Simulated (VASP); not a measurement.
# Ti (P6_3/mmc) in VASP: further runs

The runs below take Ti through single point, with PBE.

Everything below comes from runs of VASP 6.6.1. Logs are shortened: lines on timing, memory, paths and dates and some standing lists are left out, and cuts for length are marked.

## 1. The cell of the first run

The structure is hexagonal, space group P6_3/mmc (No. 194). The conventional cell has a = 2.938 Å, b = 2.938 Å, c = 5.023 Å, α = 90.00°, β = 90.00°, γ = 120.00°. Ti (site symmetry -6m2) has 12 Ti at 2.94 to 3.03 Å within 3.9 Å.

## 2. Single point, PBE (strain +0.000 along x and y, +0.080 along z)

INCAR reads:

```
PREC     = Accurate       # precision mode
ENCUT    = 520            # plane-wave cutoff, eV
EDIFF    = 1E-6           # SCF threshold, eV
ISMEAR   = 0              # smearing method
SIGMA    = 0.15           # smearing width, eV
LREAL    = False          # projectors in reciprocal space
LASPH    = True           # aspherical terms in the spheres
NELM     = 60             # most SCF steps
ALGO     = Fast           # electronic algorithm
ISIF     = 2              # what is computed and relaxed
LWAVE    = False          # write WAVECAR
LCHARG   = False          # write CHGCAR
GGA      = PE             # functional
NBANDS   = 19             # bands
```

KPOINTS reads:

```
Automatic mesh
0
Gamma
  24 24 14
```

POSCAR reads:

```
Ti
1.0
    2.9384580613      0.0000000000      0.0000000000
   -1.4692290306      2.5447793290      0.0000000000
    0.0000000000      0.0000000000      5.0226847358
Ti
2
Direct
    0.3333333333      0.6666666667      0.2500000000
    0.6666666667      0.3333333333      0.7500000000
```

Potentials or basis: VASP PAW PBE potentials, release 64 (Ti_sv).

Started as:

```bash
$ cat potpaw_PBE.64/Ti_sv/POTCAR > POTCAR
$ mpirun -np 1 vasp_std > vasp.out
```

OUTCAR:

```text
PREC = Accurate
   ENCUT = 520
   EDIFF = 1E-6
   ISMEAR = 0
   LREAL = False
   LASPH = True
   NELM = 60
   ISIF = 2
   GGA = PE

 ion  position               nearest neighbor table
   1  0.333  0.667  0.250-
   2  0.667  0.333  0.750-

  LATTYP: Found a hexagonal cell.
 ALAT       =     2.9384580613
 C/A-ratio  =     1.7092926395

  Lattice vectors:

 A1 = (   2.9384580613,   0.0000000000,   0.0000000000)
 A2 = (  -1.4692290306,   2.5447793290,   0.0000000000)
 A3 = (   0.0000000000,   0.0000000000,   5.0226847358)

Analysis of symmetry for initial positions (statically):
=====================================================================
 Subroutine PRICEL returns:
 Original cell was already a primitive cell.

 Routine SETGRP: Setting up the symmetry group for a
 hexagonal supercell.

 Subroutine GETGRP returns: Found 24 space group operations
 (whereof 12 operations were pure point group operations)
 out of a pool of 24 trial point group operations.

The static configuration has the point symmetry D_3d.
 The point group associated with its full space group is D_6h.

Analysis of symmetry for dynamics (positions and initial velocities):
=====================================================================
 Subroutine PRICEL returns:
 Original cell was already a primitive cell.

 Routine SETGRP: Setting up the symmetry group for a
 hexagonal supercell.

 Subroutine GETGRP returns: Found 24 space group operations
 (whereof 12 operations were pure point group operations)
 out of a pool of 24 trial point group operations.

The dynamic configuration has the point symmetry D_3d.
 The point group associated with its full space group is D_6h.

 Subroutine INISYM returns: Found 24 space group operations
 (whereof 12 operations are pure point group operations),
 and found     1 'primitive' translations

----------------------------------------------------------------------------------------

                                     Primitive cell

  volume of cell :      37.5583

  direct lattice vectors                    reciprocal lattice vectors
     2.938458061  0.000000000  0.000000000     0.340314539  0.196480691  0.000000000
    -1.469229031  2.544779329  0.000000000     0.000000000  0.392961381  0.000000000
     0.000000000  0.000000000  5.022684736     0.000000000  0.000000000  0.199096709

  length of vectors
     2.938458061  2.938458061  5.022684736     0.392961381  0.392961381  0.199096709

  position of ions in fractional coordinates (direct lattice)
     0.333333333  0.666666667  0.250000000
     0.666666667  0.333333333  0.750000000

  ion indices of the primitive-cell ions
   primitive index   ion index
                 1           1
                 2           2

----------------------------------------------------------------------------------------

 KPOINTS: Automatic mesh

Automatic generation of k-mesh.
 Grid dimensions read from file:
 generate k-points for:   24   24   14

 Generating k-lattice:

  Cartesian coordinates                     Fractional coordinates (reciprocal lattice)
     0.014179772  0.008186695  0.000000000     0.041666667  0.000000000  0.000000000
     0.000000000  0.016373391  0.000000000     0.000000000  0.041666667  0.000000000
     0.000000000  0.000000000  0.014221193     0.000000000  0.000000000  0.071428571

  Length of vectors
     0.016373391  0.016373391  0.014221193

  Shift w.r.t. Gamma in fractional coordinates (k-lattice)
     0.000000000  0.000000000  0.000000000

 Subroutine IBZKPT returns following result:
 ===========================================

 Found    488 irreducible k-points:

 Following reciprocal coordinates:
            Coordinates               Weight
  0.000000  0.000000  0.000000      1.000000
  0.041667 -0.000000  0.000000      6.000000
  0.083333 -0.000000  0.000000      6.000000
  0.125000 -0.000000  0.000000      6.000000
  0.166667 -0.000000  0.000000      6.000000
  0.208333 -0.000000  0.000000      6.000000
[... 16 lines left out ...]
  0.416667  0.041667  0.000000     12.000000
  0.458333  0.041667  0.000000     12.000000
 [... further k-points ...]
   k-points           NKPTS =    488   k-points in BZ     NKDIM =    488   number of bands    NBANDS=     19
   number of dos      NEDOS =    301   number of ions     NIONS =      2
   total plane-waves  NPLWV =  23040
   dimension x,y,z NGX =    24 NGY =   24 NGZ =   40
   dimension x,y,z NGXF=    48 NGYF=   48 NGZF=   80
   ions per type =               2
   NGX,Y,Z   is equivalent  to a cutoff of  13.58, 13.58, 13.24 a.u.
   NGXF,Y,Z  is equivalent  to a cutoff of  27.16, 27.16, 26.48 a.u.
 SYSTEM =  unknown system
   PREC   = accura    normal or accurate (medium, high low for compatibility)
   ISTART =      0    job   : 0-new  1-cont  2-samecut
   ICHARG =      2    charge: 1-file 2-atom 10-const
   ISPIN  =      1    spin polarized calculation?
   LNONCOLLINEAR =      F non collinear calculations
   LSORBIT =      F    spin-orbit coupling
   LASPH  =      T    aspherical Exc in radial PAW
   ENCUT  =  520.0 eV  38.22 Ry    6.18 a.u.   5.46  5.46  9.34*2*pi/ulx,y,z
   NELM   =     60;   NELMIN=  2; NELMDL= -5     # of ELM steps
   EDIFF  = 0.1E-05   stopping-criterion for ELM
   LREAL  =      F    real-space projection
   EDIFFG = 0.1E-04   stopping-criterion for IOM
   NSW    =      0    number of steps for IOM
   IBRION =     -1    ionic relax: 0-MD 1-quasi-New 2-CG
   NFREE  =      0    steps in history (QN), initial steepest desc. (CG)
   ISIF   =      2    stress and relaxation
   ISYM   =      2    0-nonsym 1-usesym 2-fastsym
   POTIM  = 0.5000    time-step for ionic-motion
   TEBEG  =    0.0;   TEEND  =   0.0 temperature during run
   PSTRESS=    0.0 pullay stress
   NELECT =      24.0000    total number of electrons
   NUPDOWN=      -1.0000    fix difference up-down
   EMIN   =  10.00;   EMAX   =-10.00  energy-range for DOS
   EFERMI =   0.00;   METHOD = LEGACY
   ISMEAR =     0;   SIGMA  =   0.15  broadening in eV -4-tet -1-fermi 0-gaus
   EFERMI_NEDOS =   21; number of points for ismear=-14 and -15
   IALGO  =     68    algorithm
   IMIX   =      4    mixing-type and parameters
     AMIX     =   0.40;   BMIX     =  1.00
     AMIX_MAG =   1.60;   BMIX_MAG =  1.00
  volume/ion in A,a.u.               =      18.78       126.73
  Fermi-wavevector in a.u.,A,eV,Ry     =   1.410079  2.664663 27.052768  1.988322
  Thomas-Fermi vector in A             =   2.532069
   LORBIT       =      0    0 simple, 1 ext, 2 COOP (PROOUT), +10 PAW based schemes
   GGA     = PE    functional components
   LHFCALC =     F    Hartree Fock is set to
   AEXX    =    0.0000 exact exchange contribution
   IVDW    =     0    specifies the selected vdW correction
   LEPSILON=     F    determine dielectric tensor
   LRPA    =     F    only Hartree local field effects (RPA)
 non-spin polarized calculation
 RMM-DIIS sequential band-by-band and
 Gauss-broadening in eV      SIGMA  =   0.15
  energy-cutoff  :      520.00
  volume of cell :       37.56
 maximum number of plane-waves:      1040
 NGX is ok and might be reduce to    24
   NGX = 11   NGY = 11   NGZ = 19

 number of electron      23.9999992 magnetization

 Free energy of the ion-electron system (eV)
  ---------------------------------------------------
  ext. energy  EPLUGINS =         0.00000000
  ---------------------------------------------------
  free energy    TOTEN  =       -15.56754061 eV

  energy without entropy =      -15.54072759  energy(sigma->0) =      -15.55413410

 E-fermi :   7.5102     XC(G=0): -11.1317

 val. band max:        7.5073212783   @ k =   0.2917   0.2500   0.4286
 cond. band min:       7.5102951198   @ k =   0.1250   0.0833   0.0714
 fundamental gap:      0.0029738415
 Fermi energy:         7.5102308733

 k-point     1 :       0.0000    0.0000    0.0000
  band No.  band energies     occupation
      1     -49.4347      2.00000
      2     -49.3619      2.00000
      3     -25.8953      2.00000
      4     -25.4368      2.00000
      5     -25.3885      2.00000
      6     -25.3885      2.00000
[... 11 lines left out ...]
     18       9.3604      0.00000
     19      10.4300      0.00000

 k-point     2 :       0.0417   -0.0000    0.0000
  band No.  band energies     occupation
      1     -49.4333      2.00000
      2     -49.3610      2.00000
      3     -25.8924      2.00000
      4     -25.4374      2.00000
      5     -25.3963      2.00000
      6     -25.3908      2.00000
[... 11 lines left out ...]
     18       9.3356      0.00000
     19      10.4433      0.00000

 k-point     3 :       0.0833   -0.0000    0.0000
  band No.  band energies     occupation
      1     -49.4290      2.00000
      2     -49.3583      2.00000
      3     -25.8838      2.00000
      4     -25.4394      2.00000
      5     -25.4191      2.00000
      6     -25.3974      2.00000
[... 11 lines left out ...]
     18       9.2664      0.00000
     19      10.4712      0.00000

 k-point     4 :       0.1250   -0.0000    0.0000
  band No.  band energies     occupation
      1     -49.4221      2.00000
      2     -49.3542      2.00000
      3     -25.8699      2.00000
      4     -25.4554      2.00000
      5     -25.4429      2.00000
      6     -25.4078      2.00000
[... 11 lines left out ...]
     18       9.1642      0.00000
     19      10.5013      0.00000

 k-point     5 :       0.1667   -0.0000    0.0000
  band No.  band energies     occupation
      1     -49.4130      2.00000
      2     -49.3488      2.00000
      3     -25.8512      2.00000
      4     -25.5028      2.00000
      5     -25.4519      2.00000
      6     -25.4479      2.00000
[... 11 lines left out ...]
     18       9.1408      0.00000
     19      10.5362      0.00000

 k-point     6 :       0.2083   -0.0000    0.0000
  band No.  band energies     occupation
      1     -49.4023      2.00000
      2     -49.3427      2.00000
      3     -25.8285      2.00000
      4     -25.5582      2.00000
      5     -25.5061      2.00000
      6     -25.4546      2.00000
[... 11 lines left out ...]
     18       9.3823      0.00000
     19      10.5666      0.00000

 k-point     7 :       0.2500   -0.0000    0.0000
  band No.  band energies     occupation
      1     -49.3906      2.00000
      2     -49.3364      2.00000
      3     -25.8027      2.00000
      4     -25.6177      2.00000
      5     -25.5634      2.00000
      6     -25.4632      2.00000
[... 11 lines left out ...]
     18       9.6541      0.00000
     19      10.5902      0.00000

 k-point     8 :       0.2917   -0.0000    0.0000
  band No.  band energies     occupation
      1     -49.3785      2.00000
      2     -49.3303      2.00000
      3     -25.7751      2.00000
      4     -25.6772      2.00000
      5     -25.6199      2.00000
      6     -25.4737      2.00000
[... 256 lines left out ...]
 k-point    20 :       0.2917    0.0417    0.0000
  band No.  band energies     occupation
      1     -49.3719      2.00000
      2     -49.3273      2.00000
      3     -25.7594      2.00000
      4     -25.7050      2.00000
      5     -25.6481      2.00000
      6     -25.4802      2.00000
[... 11 lines left out ...]
     18      10.1582      0.00000
     19      10.5951      0.00000

 k-point    21 :       0.3333    0.0417    0.0000
  band No.  band energies     occupation
      1     -49.3609      2.00000
      2     -49.3226      2.00000
      3     -25.7563      2.00000
      4     -25.7316      2.00000
      5     -25.6951      2.00000
      6     -25.4931      2.00000
[... 11 lines left out ...]
     18      10.4635      0.00000
     19      10.6020      0.00000

 k-point    22 :       0.3750    0.0417    0.0000
  band No.  band energies     occupation
      1     -49.3513      2.00000
      2     -49.3193      2.00000
      3     -25.7981      2.00000
      4     -25.7332      2.00000
      5     -25.7059      2.00000
      6     -25.5066      2.00000
[... 11 lines left out ...]
     18      10.6055      0.00000
     19      10.7675      0.00000

 k-point    23 :       0.4167    0.0417    0.0000
  band No.  band energies     occupation
      1     -49.3441      2.00000
      2     -49.3174      2.00000
      3     -25.8276      2.00000
      4     -25.7600      2.00000
      5     -25.6850      2.00000
      6     -25.5188      2.00000
[... 11 lines left out ...]
     18      10.7066      0.00000
     19      11.1021      0.00000

 k-point    24 :       0.4583    0.0417    0.0000
  band No.  band energies     occupation
      1     -49.3402      2.00000
      2     -49.3166      2.00000
      3     -25.8428      2.00000
      4     -25.7738      2.00000
      5     -25.6728      2.00000
      6     -25.5266      2.00000
[... 11 lines left out ...]
     18      10.8417      0.00000
     19      11.4734      0.00000

 [... further k-points ...]

------------------------ aborting loop because EDIFF is reached ----------------------------------------

  FORCE on cell =-STRESS in cart. coord.  units (eV):
  Direction    XX          YY          ZZ          XY          YZ          ZX
  --------------------------------------------------------------------------------------
  -------------------------------------------------------------------------------------
  Total       -1.2013513     -1.2013513     -2.9108195     -0.0000000      0.0000000      0.0000000
  in kB      -51.2477788    -51.2477788   -124.1710397     -0.0000000      0.0000000      0.0000000
  external PRESSURE =     -75.5555324 kB  Pullay stress =       0.0000000 kB

 VOLUME and BASIS-vectors are now :
 -----------------------------------------------------------------------------
  energy-cutoff  :      520.00
  volume of cell :       37.56
      direct lattice vectors                 reciprocal lattice vectors
     2.938458061  0.000000000  0.000000000     0.340314539  0.196480691  0.000000000
    -1.469229031  2.544779329  0.000000000     0.000000000  0.392961381  0.000000000
     0.000000000  0.000000000  5.022684736     0.000000000  0.000000000  0.199096709

 POSITION                                       TOTAL-FORCE (eV/Angst)
 -----------------------------------------------------------------------------------
     -0.00000      1.69652      1.25567         0.000000      0.000000      0.000000
      1.46923      0.84826      3.76701        -0.000000      0.000000      0.000000
 -----------------------------------------------------------------------------------
    total drift:                                0.000000     -0.000000      0.000000

  FREE ENERGIE OF THE ION-ELECTRON SYSTEM (eV)
  ---------------------------------------------------
  free  energy   TOTEN  =       -15.5675406072 eV

  energy  without entropy=      -15.5407275883  energy(sigma->0) =      -15.55413410
```

Run time: 5.4 min. Hardware: 1 thread of Intel Xeon 6975P-C (Granite Rapids), shared host; peak memory 0.38 GiB.

Results:

- Free energy: -15.5675 eV
- Pressure: -7.6 GPa
- Band gap on the k mesh: zero (bands 12 and 13 overlap by 0.72 eV)

Levels at points of the mesh, in eV from the Fermi level:
```
           k point  band 8  band 9  band 10  band 11  band 12  band 13  band 14  band 15  band 16  band 17
(0.00, 0.00, 0.00)  -32.85   -5.99    -2.59     0.01     0.42     0.83     0.83     1.16     1.16     1.85
(0.50, 0.00, 0.00)  -32.93   -2.14    -1.91    -1.69    -0.39     0.35     0.83     0.83     3.12     3.29
(0.00, 0.00, 0.50)  -32.87   -4.40    -4.40    -0.17    -0.17     0.82     0.82     0.82     0.82     2.59
(0.50, 0.00, 0.50)  -32.98   -2.31    -2.31    -0.84    -0.84     1.24     1.24     1.80     1.80     3.37
```

Caveat: the cell differs from its parent crystal (strain +0.000 along x and y, +0.080 along z); the cell stands under tension.

(Continued in part 2 of 2.)
